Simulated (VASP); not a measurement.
# Zr (Fd-3m) in VASP: notebook, part 2 of 2

VASP 6.6.1.

## Step 3: Single point, PBEsol

File INCAR:

```
SYSTEM = Zr
PREC = Accurate
ENCUT = 500
EDIFF = 1E-6
ISMEAR = -1
SIGMA = 0.1
LREAL = .False.
LASPH = .True.
NELM = 120
ALGO = Normal
ISIF = 2
LWAVE = .False.
LCHARG = .False.
GGA = PS
NBANDS = 19
GGA_COMPAT = .False.
```

File KPOINTS:

```
regular mesh
0
Gamma
  12 12 12
  0 0 0
```

File POSCAR:

```
Zr
1.0
    0.0000000000      2.8254859973      2.8254859973
    2.8254859973      0.0000000000      2.8254859973
    2.8254859973      2.8254859973      0.0000000000
Zr
2
Direct
   -0.1250000000     -0.1250000000     -0.1250000000
    0.1250000000      0.1250000000      0.1250000000
```

Potentials or basis: VASP PAW PBE potentials, release 64 (Zr_sv).

On the command line:

```bash
> cat potpaw_PBE.64/Zr_sv/POTCAR > POTCAR
> mpirun -np 1 vasp_std > vasp.out
```

OUTCAR:

```text
SYSTEM = Zr
   PREC = Accurate
   ENCUT = 500
   EDIFF = 1E-6
   ISMEAR = -1
   LREAL = .False.
   LASPH = .True.
   NELM = 120
   ISIF = 2
   GGA = PS

 ion  position               nearest neighbor table
   1  0.875  0.875  0.875-   2 2.45   2 2.45   2 2.45   2 2.45
   2  0.125  0.125  0.125-   1 2.45   1 2.45   1 2.45   1 2.45

  LATTYP: Found a face centered cubic cell.
 ALAT       =     5.6509719946

  Lattice vectors:

 A1 = (   0.0000000000,   2.8254859973,   2.8254859973)
 A2 = (   2.8254859973,   0.0000000000,   2.8254859973)
 A3 = (   2.8254859973,   2.8254859973,   0.0000000000)

Analysis of symmetry for initial positions (statically):
=====================================================================
 Subroutine PRICEL returns:
 Original cell was already a primitive cell.

 Routine SETGRP: Setting up the symmetry group for a
 face centered cubic supercell.

 Subroutine GETGRP returns: Found 48 space group operations
 (whereof 12 operations were pure point group operations)
 out of a pool of 48 trial point group operations.

The static configuration has the point symmetry D_3d.
 The point group associated with its full space group is O_h .

Analysis of symmetry for dynamics (positions and initial velocities):
=====================================================================
 Subroutine PRICEL returns:
 Original cell was already a primitive cell.

 Routine SETGRP: Setting up the symmetry group for a
 face centered cubic supercell.

 Subroutine GETGRP returns: Found 48 space group operations
 (whereof 12 operations were pure point group operations)
 out of a pool of 48 trial point group operations.

The dynamic configuration has the point symmetry D_3d.
 The point group associated with its full space group is O_h .

 Subroutine INISYM returns: Found 48 space group operations
 (whereof 12 operations are pure point group operations),
 and found     1 'primitive' translations

----------------------------------------------------------------------------------------

                                     Primitive cell

  volume of cell :      45.1138

  direct lattice vectors                    reciprocal lattice vectors
     0.000000000  2.825485997  2.825485997    -0.176960707  0.176960707  0.176960707
     2.825485997  0.000000000  2.825485997     0.176960707 -0.176960707  0.176960707
     2.825485997  2.825485997  0.000000000     0.176960707  0.176960707 -0.176960707

  length of vectors
     3.995840618  3.995840618  3.995840618     0.306504936  0.306504936  0.306504936

  position of ions in fractional coordinates (direct lattice)
     0.875000000  0.875000000  0.875000000
     0.125000000  0.125000000  0.125000000

  ion indices of the primitive-cell ions
   primitive index   ion index
                 1           1
                 2           2

----------------------------------------------------------------------------------------

 KPOINTS: regular mesh

Automatic generation of k-mesh.
 Grid dimensions read from file:
 generate k-points for:   12   12   12

 Generating k-lattice:

  Cartesian coordinates                     Fractional coordinates (reciprocal lattice)
    -0.014746726  0.014746726  0.014746726     0.083333333  0.000000000  0.000000000
     0.014746726 -0.014746726  0.014746726     0.000000000  0.083333333  0.000000000
     0.014746726  0.014746726 -0.014746726     0.000000000  0.000000000  0.083333333

  Length of vectors
     0.025542078  0.025542078  0.025542078

  Shift w.r.t. Gamma in fractional coordinates (k-lattice)
     0.000000000  0.000000000  0.000000000

 Subroutine IBZKPT returns following result:
 ===========================================

 Found     72 irreducible k-points:

 Following reciprocal coordinates:
            Coordinates               Weight
  0.000000  0.000000  0.000000      1.000000
  0.083333  0.000000  0.000000      8.000000
  0.166667  0.000000  0.000000      8.000000
  0.250000  0.000000  0.000000      8.000000
  0.333333  0.000000  0.000000      8.000000
  0.416667  0.000000  0.000000      8.000000
[... 16 lines left out ...]
  0.500000  0.166667  0.000000     24.000000
 -0.416667  0.166667  0.000000     24.000000
 [... further k-points ...]
   k-points           NKPTS =     72   k-points in BZ     NKDIM =     72   number of bands    NBANDS=     19
   number of dos      NEDOS =    301   number of ions     NIONS =      2
   total plane-waves  NPLWV =  27000
   dimension x,y,z NGX =    30 NGY =   30 NGZ =   30
   dimension x,y,z NGXF=    60 NGYF=   60 NGZF=   60
   ions per type =               2
   NGX,Y,Z   is equivalent  to a cutoff of  12.48, 12.48, 12.48 a.u.
   NGXF,Y,Z  is equivalent  to a cutoff of  24.96, 24.96, 24.96 a.u.
 SYSTEM =  Zr
   PREC   = accura    normal or accurate (medium, high low for compatibility)
   ISTART =      0    job   : 0-new  1-cont  2-samecut
   ICHARG =      2    charge: 1-file 2-atom 10-const
   ISPIN  =      1    spin polarized calculation?
   LNONCOLLINEAR =      F non collinear calculations
   LSORBIT =      F    spin-orbit coupling
   LASPH  =      T    aspherical Exc in radial PAW
   ENCUT  =  500.0 eV  36.75 Ry    6.06 a.u.   7.29  7.29  7.29*2*pi/ulx,y,z
   NELM   =    120;   NELMIN=  2; NELMDL= -5     # of ELM steps
   EDIFF  = 0.1E-05   stopping-criterion for ELM
   LREAL  =      F    real-space projection
   EDIFFG = 0.1E-04   stopping-criterion for IOM
   NSW    =      0    number of steps for IOM
   IBRION =     -1    ionic relax: 0-MD 1-quasi-New 2-CG
   NFREE  =      0    steps in history (QN), initial steepest desc. (CG)
   ISIF   =      2    stress and relaxation
   ISYM   =      2    0-nonsym 1-usesym 2-fastsym
   POTIM  = 0.5000    time-step for ionic-motion
   TEBEG  =    0.0;   TEEND  =   0.0 temperature during run
   PSTRESS=    0.0 pullay stress
   NELECT =      24.0000    total number of electrons
   NUPDOWN=      -1.0000    fix difference up-down
   EMIN   =  10.00;   EMAX   =-10.00  energy-range for DOS
   EFERMI =   0.00;   METHOD = LEGACY
   ISMEAR =    -1;   SIGMA  =   0.10  broadening in eV -4-tet -1-fermi 0-gaus
   EFERMI_NEDOS =   21; number of points for ismear=-14 and -15
   IALGO  =     38    algorithm
   IMIX   =      4    mixing-type and parameters
     AMIX     =   0.40;   BMIX     =  1.00
     AMIX_MAG =   1.60;   BMIX_MAG =  1.00
  volume/ion in A,a.u.               =      22.56       152.22
  Fermi-wavevector in a.u.,A,eV,Ry     =   1.326505  2.506730 23.941007  1.759614
  Thomas-Fermi vector in A             =   2.455886
   LORBIT       =      0    0 simple, 1 ext, 2 COOP (PROOUT), +10 PAW based schemes
   GGA     = PS    functional components
   LHFCALC =     F    Hartree Fock is set to
   AEXX    =    0.0000 exact exchange contribution
   IVDW    =     0    specifies the selected vdW correction
   LEPSILON=     F    determine dielectric tensor
   LRPA    =     F    only Hartree local field effects (RPA)
 non-spin polarized calculation
  energy-cutoff  :      500.00
  volume of cell :       45.11
 maximum number of plane-waves:      1167
 NGX is ok and might be reduce to    30

 number of electron      24.0000000 magnetization

 Free energy of the ion-electron system (eV)
  ---------------------------------------------------
  ext. energy  EPLUGINS =         0.00000000
  ---------------------------------------------------
  free energy    TOTEN  =       -12.83997825 eV

  energy without entropy =      -12.71828613  energy(sigma->0) =      -12.77913219

 E-fermi :   8.7224     XC(G=0): -11.0324

 val. band max:        8.7163356723   @ k =   0.0000   0.0000   0.0000
 cond. band min:       8.7263982244   @ k =  -0.2500   0.3333   0.0833
 fundamental gap:      0.0100625521
 Fermi energy:         8.7224491163

 k-point     1 :       0.0000    0.0000    0.0000
  band No.  band energies     occupation
      1     -40.4024      2.00000
      2     -38.8507      2.00000
      3     -18.9428      2.00000
      4     -18.9428      2.00000
      5     -18.9428      2.00000
      6     -16.9465      2.00000
[... 11 lines left out ...]
     18      16.1789      0.00000
     19      16.1789      0.00000
[... 485 lines left out ...]
 k-point    24 :      -0.4167    0.1667    0.0000
  band No.  band energies     occupation
      1     -39.9792      2.00000
      2     -39.3332      2.00000
      3     -19.4249      2.00000
      4     -19.2531      2.00000
      5     -18.6577      2.00000
      6     -17.1298      2.00000
[... 11 lines left out ...]
     18      13.9910      0.00000
     19      15.1586      0.00000

 [... further k-points ...]

------------------------ aborting loop because EDIFF is reached ----------------------------------------

  FORCE on cell =-STRESS in cart. coord.  units (eV):
  Direction    XX          YY          ZZ          XY          YZ          ZX
  --------------------------------------------------------------------------------------
  -------------------------------------------------------------------------------------
  Total        4.3171044      4.3171044      4.3171044      0.0000000      0.0000000     -0.0000000
  in kB      153.3181825    153.3181825    153.3181825      0.0000000      0.0000000     -0.0000000
  external PRESSURE =     153.3181825 kB  Pullay stress =       0.0000000 kB

 VOLUME and BASIS-vectors are now :
 -----------------------------------------------------------------------------
  energy-cutoff  :      500.00
  volume of cell :       45.11
      direct lattice vectors                 reciprocal lattice vectors
     0.000000000  2.825485997  2.825485997    -0.176960707  0.176960707  0.176960707
     2.825485997  0.000000000  2.825485997     0.176960707 -0.176960707  0.176960707
     2.825485997  2.825485997  0.000000000     0.176960707  0.176960707 -0.176960707

 POSITION                                       TOTAL-FORCE (eV/Angst)
 -----------------------------------------------------------------------------------
      4.94460      4.94460      4.94460        -0.000000      0.000000     -0.000000
      0.70637      0.70637      0.70637         0.000000     -0.000000      0.000000
 -----------------------------------------------------------------------------------
    total drift:                               -0.000000      0.000000      0.000000

  FREE ENERGIE OF THE ION-ELECTRON SYSTEM (eV)
  ---------------------------------------------------
  free  energy   TOTEN  =       -12.8399782538 eV

  energy  without entropy=      -12.7182861336  energy(sigma->0) =      -12.77913219
```

Run time: 52 s. Hardware: 1 thread of Intel Xeon Platinum 8259CL at 2.50GHz (Skylake/Cascade Lake), shared host; peak memory 0.19 GiB.

What came out:

| Item | Value |
| --- | --- |
| Free energy | -12.8400 eV |
| Pressure | 15.3 GPa |
| Band gap on the k mesh | zero (band 12 reaches 9.18 eV, above the bottom of band 13 at 8.19 eV) |

Caveat: the PAW data sets were made with another functional, which shifts forces and pressure a little.

## Step 4: Single point, PBEsol

This run uses another cell than the first one, of 22.56 Å³/atom, 0.803 times its volume.

File INCAR:

```
SYSTEM = Zr
PREC     = Accurate       ! precision mode
ENCUT    = 500            ! plane-wave cutoff, eV
EDIFF    = 1E-6           ! SCF threshold, eV
ISMEAR   = -4             ! smearing method
SIGMA    = 0.1            ! smearing width, eV
LREAL    = .FALSE.        ! projectors in reciprocal space
LASPH    = .TRUE.         ! aspherical terms in the spheres
NELM     = 120            ! most SCF steps
ALGO     = Normal         ! electronic algorithm
ISIF     = 2              ! what is computed and relaxed
LWAVE    = .FALSE.        ! write WAVECAR
LCHARG   = .TRUE.         ! write CHGCAR
GGA      = PS             ! functional
LELF     = .TRUE.         ! ELF
LVHAR    = .TRUE.       
NBANDS   = 19             ! bands
GGA_COMPAT= .FALSE.
```

File KPOINTS:

```
regular mesh
0
G
  12 12 12
  0 0 0
```

POSCAR is that of step 3.

On the command line:

```bash
> cat potpaw_PBE.64/Zr_sv/POTCAR > POTCAR
> mpirun -np 1 vasp_std > vasp.out
```

Run time: 59 s. Hardware: 1 thread of Intel Xeon Platinum 8259CL at 2.50GHz (Skylake/Cascade Lake), shared host; peak memory 0.19 GiB.

The run converged. Its results:

```yaml
Free_energy: -12.7314 eV
Pressure: 15.7 GPa
Band_gap_on_the_k_mesh: zero (band 12 reaches 9.18 eV, above the bottom of band 13 at 8.19 eV)
```

Levels at points of the mesh, in eV from the Fermi level:
```csv
k point,band 10,band 11,band 12,band 13,band 14,band 15
"(0.00, 0.00, 0.00)",-1.75,-1.75,-0.02,-0.02,-0.02,2.88
"(0.50, 0.00, 0.00)",-1.54,-1.54,-1.46,-0.54,-0.54,1.71
"(0.50, 0.50, 0.00)",-3.04,-0.50,-0.50,1.64,1.64,1.72
```

Caveat: the PAW data sets were made with another functional, which shifts forces and pressure a little.

## Step 5: Summary

| task | cell | cutoff (eV) | smearing | gap on the mesh (eV) | pressure (GPa) |
| --- | --- | --- | --- | --- | --- |
| relaxation of cell and atoms | relaxed from a = 4.299 Å, angles 60.0°, 2 atoms | 600 | fermi-dirac 0.1 eV | none | 0.0 |
| single point | a = 3.996 Å, angles 60.0°, 2 atoms | 500 | fermi-dirac 0.1 eV | none | 15.3 |
| single point | a = 3.996 Å, angles 60.0°, 2 atoms | 500 | tetrahedron | none | 15.7 |

Alike in all rows: level PBEsol; potentials or basis VASP PAW PBE potentials, release 64 (Zr_sv); no spin polarisation; k mesh 12 × 12 × 12.

Caveats: the PAW data sets were made with another functional, which shifts forces and pressure a little.

Total energies depend on the potentials used, so only differences within one code and one set of settings carry meaning.
